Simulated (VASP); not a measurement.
# Ru (P6_3/mmc) in VASP: single point with LDA

Aim: the single point of Ru with LDA.

Program: VASP 6.6.1. These are calculated values, not measurements. Logs are shortened: lines on timing, memory, paths and dates and some standing lists are left out, and cuts for length are marked.

## 1. The cell of the first run

It takes space group P6_3/mmc (No. 194, hexagonal). The conventional cell has a = 2.675 Å, b = 2.675 Å, c = 4.224 Å, α = 90.00°, β = 90.00°, γ = 120.00°. Within 3.5 Å of Ru (site symmetry -6m2) lie 12 Ru at 2.62 to 2.68 Å.

## 2. Single point, LDA

INCAR

```
SYSTEM = Ru
PREC     = Accurate       ! precision mode
ENCUT    = 560            ! plane-wave cutoff, eV
EDIFF    = 1E-6           ! SCF threshold, eV
ISMEAR   = -1             ! smearing method
SIGMA    = 0.1            ! smearing width, eV
LREAL    = .FALSE.        ! projectors in reciprocal space
LASPH    = .TRUE.         ! aspherical terms in the spheres
NELM     = 120            ! most SCF steps
ALGO     = Normal         ! electronic algorithm
ISIF     = 2              ! what is computed and relaxed
LWAVE    = .FALSE.        ! write WAVECAR
LCHARG   = .FALSE.        ! write CHGCAR
NBANDS   = 23             ! bands
GGA_COMPAT= .FALSE.
```

KPOINTS

```
Automatic mesh
0
G
  14 14 8
  0 0 0
```

POSCAR

```
Ru
1.0
    1.3376261072     -2.3168363792      0.0000000000
    1.3376261072      2.3168363792      0.0000000000
    0.0000000000      0.0000000000      4.2244087162
Ru
2
Direct
    0.6666666670      0.3333333330      0.2500000000
    0.3333333330      0.6666666670      0.7500000000
```

Potentials or basis: VASP PAW LDA potentials, release 64 (Ru_sv).

Command:

```bash
$ cat potpaw_LDA.64/Ru_sv/POTCAR > POTCAR
$ mpirun -np 1 vasp_std > vasp.out
```

OUTCAR:

```text
SYSTEM = Ru
   PREC = Accurate
   ENCUT = 560
   EDIFF = 1E-6
   ISMEAR = -1
   LREAL = .FALSE.
   LASPH = .TRUE.
   NELM = 120
   ISIF = 2

 ion  position               nearest neighbor table
   1  0.667  0.333  0.250-   2 2.62   2 2.62   2 2.62   2 2.62   2 2.62   2 2.62
   2  0.333  0.667  0.750-   1 2.62   1 2.62   1 2.62   1 2.62   1 2.62   1 2.62

  LATTYP: Found a hexagonal cell.
 ALAT       =     2.6752522144
 C/A-ratio  =     1.5790693279

  Lattice vectors:

 A1 = (   1.3376261072,  -2.3168363792,   0.0000000000)
 A2 = (   1.3376261072,   2.3168363792,   0.0000000000)
 A3 = (   0.0000000000,   0.0000000000,   4.2244087162)

Analysis of symmetry for initial positions (statically):
=====================================================================
 Subroutine PRICEL returns:
 Original cell was already a primitive cell.

 Routine SETGRP: Setting up the symmetry group for a
 hexagonal supercell.

 Subroutine GETGRP returns: Found 24 space group operations
 (whereof 12 operations were pure point group operations)
 out of a pool of 24 trial point group operations.

The static configuration has the point symmetry D_3d.
 The point group associated with its full space group is D_6h.

Analysis of symmetry for dynamics (positions and initial velocities):
=====================================================================
 Subroutine PRICEL returns:
 Original cell was already a primitive cell.

 Routine SETGRP: Setting up the symmetry group for a
 hexagonal supercell.

 Subroutine GETGRP returns: Found 24 space group operations
 (whereof 12 operations were pure point group operations)
 out of a pool of 24 trial point group operations.

The dynamic configuration has the point symmetry D_3d.
 The point group associated with its full space group is D_6h.

 Subroutine INISYM returns: Found 24 space group operations
 (whereof 12 operations are pure point group operations),
 and found     1 'primitive' translations

----------------------------------------------------------------------------------------

                                     Primitive cell

  volume of cell :      26.1834

  direct lattice vectors                    reciprocal lattice vectors
     1.337626107 -2.316836379  0.000000000     0.373796532 -0.215811528  0.000000000
     1.337626107  2.316836379  0.000000000     0.373796532  0.215811528  0.000000000
     0.000000000  0.000000000  4.224408716     0.000000000  0.000000000  0.236719519

  length of vectors
     2.675252214  2.675252214  4.224408716     0.431623057  0.431623057  0.236719519

  position of ions in fractional coordinates (direct lattice)
     0.666666667  0.333333333  0.250000000
     0.333333333  0.666666667  0.750000000

  ion indices of the primitive-cell ions
   primitive index   ion index
                 1           1
                 2           2

----------------------------------------------------------------------------------------

 KPOINTS: Automatic mesh

Automatic generation of k-mesh.
 Grid dimensions read from file:
 generate k-points for:   14   14    8

 Generating k-lattice:

  Cartesian coordinates                     Fractional coordinates (reciprocal lattice)
     0.026699752 -0.015415109  0.000000000     0.071428571  0.000000000  0.000000000
     0.026699752  0.015415109  0.000000000     0.000000000  0.071428571  0.000000000
     0.000000000  0.000000000  0.029589940     0.000000000  0.000000000  0.125000000

  Length of vectors
     0.030830218  0.030830218  0.029589940

  Shift w.r.t. Gamma in fractional coordinates (k-lattice)
     0.000000000  0.000000000  0.000000000

 Subroutine IBZKPT returns following result:
 ===========================================

 Found    120 irreducible k-points:

 Following reciprocal coordinates:
            Coordinates               Weight
  0.000000  0.000000  0.000000      1.000000
  0.071429  0.000000  0.000000      6.000000
  0.142857  0.000000  0.000000      6.000000
  0.214286  0.000000  0.000000      6.000000
  0.285714  0.000000  0.000000      6.000000
  0.357143  0.000000  0.000000      6.000000
[... 16 lines left out ...]
  0.285714  0.285714  0.000000      6.000000
  0.357143  0.285714  0.000000      6.000000
 [... further k-points ...]
   k-points           NKPTS =    120   k-points in BZ     NKDIM =    120   number of bands    NBANDS=     23
   number of dos      NEDOS =    301   number of ions     NIONS =      2
   total plane-waves  NPLWV =  20736
   dimension x,y,z NGX =    24 NGY =   24 NGZ =   36
   dimension x,y,z NGXF=    48 NGYF=   48 NGZF=   72
   ions per type =               2
   NGX,Y,Z   is equivalent  to a cutoff of  14.91, 14.91, 14.17 a.u.
   NGXF,Y,Z  is equivalent  to a cutoff of  29.83, 29.83, 28.33 a.u.
 SYSTEM =  Ru
   PREC   = accura    normal or accurate (medium, high low for compatibility)
   ISTART =      0    job   : 0-new  1-cont  2-samecut
   ICHARG =      2    charge: 1-file 2-atom 10-const
   ISPIN  =      1    spin polarized calculation?
   LNONCOLLINEAR =      F non collinear calculations
   LSORBIT =      F    spin-orbit coupling
   LASPH  =      T    aspherical Exc in radial PAW
   ENCUT  =  560.0 eV  41.16 Ry    6.42 a.u.   5.16  5.16  8.15*2*pi/ulx,y,z
   NELM   =    120;   NELMIN=  2; NELMDL= -5     # of ELM steps
   EDIFF  = 0.1E-05   stopping-criterion for ELM
   LREAL  =      F    real-space projection
   EDIFFG = 0.1E-04   stopping-criterion for IOM
   NSW    =      0    number of steps for IOM
   IBRION =     -1    ionic relax: 0-MD 1-quasi-New 2-CG
   NFREE  =      0    steps in history (QN), initial steepest desc. (CG)
   ISIF   =      2    stress and relaxation
   ISYM   =      2    0-nonsym 1-usesym 2-fastsym
   POTIM  = 0.5000    time-step for ionic-motion
   TEBEG  =    0.0;   TEEND  =   0.0 temperature during run
   PSTRESS=    0.0 pullay stress
   NELECT =      32.0000    total number of electrons
   NUPDOWN=      -1.0000    fix difference up-down
   EMIN   =  10.00;   EMAX   =-10.00  energy-range for DOS
   EFERMI =   0.00;   METHOD = LEGACY
   ISMEAR =    -1;   SIGMA  =   0.10  broadening in eV -4-tet -1-fermi 0-gaus
   EFERMI_NEDOS =   21; number of points for ismear=-14 and -15
   IALGO  =     38    algorithm
   IMIX   =      4    mixing-type and parameters
     AMIX     =   0.40;   BMIX     =  1.00
     AMIX_MAG =   1.60;   BMIX_MAG =  1.00
  volume/ion in A,a.u.               =      13.09        88.35
  Fermi-wavevector in a.u.,A,eV,Ry     =   1.750315  3.307615 41.682831  3.063602
  Thomas-Fermi vector in A             =   2.821058
   LORBIT       =      0    0 simple, 1 ext, 2 COOP (PROOUT), +10 PAW based schemes
   GGA     = CA    functional components
   LHFCALC =     F    Hartree Fock is set to
   AEXX    =    0.0000 exact exchange contribution
   IVDW    =     0    specifies the selected vdW correction
   LEPSILON=     F    determine dielectric tensor
   LRPA    =     F    only Hartree local field effects (RPA)
 non-spin polarized calculation
  energy-cutoff  :      560.00
  volume of cell :       26.18
 maximum number of plane-waves:       808
 NGX is ok and might be reduce to    24
   NGX = 11   NGY = 11   NGZ = 17

 number of electron      32.0000002 magnetization

 Free energy of the ion-electron system (eV)
  ---------------------------------------------------
  ext. energy  EPLUGINS =         0.00000000
  ---------------------------------------------------
  free energy    TOTEN  =       -21.42364780 eV

  energy without entropy =      -21.36892655  energy(sigma->0) =      -21.39628718

 E-fermi :  15.7175     XC(G=0): -14.7425

 val. band max:       15.7136477130   @ k =   0.2857   0.1429   0.0000
 cond. band min:      15.7282685685   @ k =   0.2143   0.0714   0.0000
 fundamental gap:      0.0146208555
 Fermi energy:        15.7175476501

 k-point     1 :       0.0000    0.0000    0.0000
  band No.  band energies     occupation
      1     -57.1042      2.00000
      2     -56.8585      2.00000
      3     -27.8937      2.00000
      4     -26.8209      2.00000
      5     -26.8209      2.00000
      6     -26.6253      2.00000
[... 15 lines left out ...]
     22      30.5890      0.00000
     23      33.1529      0.00000

 k-point     2 :       0.0714    0.0000    0.0000
  band No.  band energies     occupation
      1     -57.0954      2.00000
      2     -56.8551      2.00000
      3     -27.8738      2.00000
      4     -26.8634      2.00000
      5     -26.8354      2.00000
      6     -26.6694      2.00000
[... 15 lines left out ...]
     22      30.9417      0.00000
     23      33.3814      0.00000

 k-point     3 :       0.1429    0.0000    0.0000
  band No.  band energies     occupation
      1     -57.0703      2.00000
      2     -56.8458      2.00000
      3     -27.8160      2.00000
      4     -26.9824      2.00000
      5     -26.8746      2.00000
      6     -26.7911      2.00000
[... 15 lines left out ...]
     22      31.7194      0.00000
     23      33.8716      0.00000

 k-point     4 :       0.2143    0.0000    0.0000
  band No.  band energies     occupation
      1     -57.0327      2.00000
      2     -56.8335      2.00000
      3     -27.7260      2.00000
      4     -27.1543      2.00000
      5     -26.9621      2.00000
      6     -26.9293      2.00000
[... 15 lines left out ...]
     22      31.2812      0.00000
     23      33.2301      0.00000

 k-point     5 :       0.2857    0.0000    0.0000
  band No.  band energies     occupation
      1     -56.9885      2.00000
      2     -56.8222      2.00000
      3     -27.6135      2.00000
      4     -27.3449      2.00000
      5     -27.1458      2.00000
      6     -26.9877      2.00000
[... 434 lines left out ...]
 k-point    22 :       0.3571    0.2143    0.0000
  band No.  band energies     occupation
      1     -56.8726      2.00000
      2     -56.8215      2.00000
      3     -27.5710      2.00000
      4     -27.3696      2.00000
      5     -27.2544      2.00000
      6     -27.2364      2.00000
[... 15 lines left out ...]
     22      28.2769      0.00000
     23      29.7305      0.00000

 k-point    23 :       0.2857    0.2857    0.0000
  band No.  band energies     occupation
      1     -56.8683      2.00000
      2     -56.8230      2.00000
      3     -27.5270      2.00000
      4     -27.3789      2.00000
      5     -27.2381      2.00000
      6     -27.2353      2.00000
[... 15 lines left out ...]
     22      28.5850      0.00000
     23      30.0609      0.00000

 k-point    24 :       0.3571    0.2857    0.0000
  band No.  band energies     occupation
      1     -56.8518      2.00000
      2     -56.8317      2.00000
      3     -27.5311      2.00000
      4     -27.3191      2.00000
      5     -27.3153      2.00000
      6     -27.1673      2.00000
[... 15 lines left out ...]
     22      29.6278      0.00000
     23      31.0745      0.00000

 [... further k-points ...]

------------------------ aborting loop because EDIFF is reached ----------------------------------------

  FORCE on cell =-STRESS in cart. coord.  units (eV):
  Direction    XX          YY          ZZ          XY          YZ          ZX
  --------------------------------------------------------------------------------------
  -------------------------------------------------------------------------------------
  Total        0.1245285      0.1245285      0.0820377      0.0000000      0.0000000     -0.0000000
  in kB        7.6199704      7.6199704      5.0199356      0.0000000      0.0000000     -0.0000000
  external PRESSURE =       6.7532921 kB  Pullay stress =       0.0000000 kB

 VOLUME and BASIS-vectors are now :
 -----------------------------------------------------------------------------
  energy-cutoff  :      560.00
  volume of cell :       26.18
      direct lattice vectors                 reciprocal lattice vectors
     1.337626107 -2.316836379  0.000000000     0.373796532 -0.215811528  0.000000000
     1.337626107  2.316836379  0.000000000     0.373796532  0.215811528  0.000000000
     0.000000000  0.000000000  4.224408716     0.000000000  0.000000000  0.236719519

 POSITION                                       TOTAL-FORCE (eV/Angst)
 -----------------------------------------------------------------------------------
      1.33763     -0.77228      1.05610         0.000000     -0.000000      0.000000
      1.33763      0.77228      3.16831         0.000000      0.000000      0.000000
 -----------------------------------------------------------------------------------
    total drift:                                0.000000      0.000001     -0.000000

  FREE ENERGIE OF THE ION-ELECTRON SYSTEM (eV)
  ---------------------------------------------------
  free  energy   TOTEN  =       -21.4236478038 eV

  energy  without entropy=      -21.3689265539  energy(sigma->0) =      -21.39628718
```

It took 80 s on 1 thread of AMD EPYC 7R43 (Zen 3), shared host; peak memory 0.15 GiB.

Results:

- Free energy: -21.4236 eV
- Pressure: 0.7 GPa
- Band gap on the k mesh: zero (bands 16 and 17 overlap by 3.35 eV)

Levels at points of the mesh, in eV from the Fermi level:
| k point | band 13 | band 14 | band 15 | band 16 | band 17 | band 18 | band 19 | band 20 |
| --- | --- | --- | --- | --- | --- | --- | --- | --- |
| (0.00, 0.00, 0.00) | -2.56 | -2.04 | -2.04 | -1.50 | -1.50 | 1.25 | 1.25 | 1.36 |
| (0.50, 0.00, 0.00) | -2.18 | -1.87 | -1.60 | 1.51 | 1.96 | 2.06 | 4.27 | 6.37 |
| (0.00, 0.00, 0.50) | -2.95 | -2.95 | -2.84 | -2.84 | 0.58 | 0.58 | 0.58 | 0.58 |
| (0.50, 0.00, 0.50) | -1.14 | -1.14 | 0.47 | 0.47 | 1.79 | 1.79 | 3.53 | 3.53 |
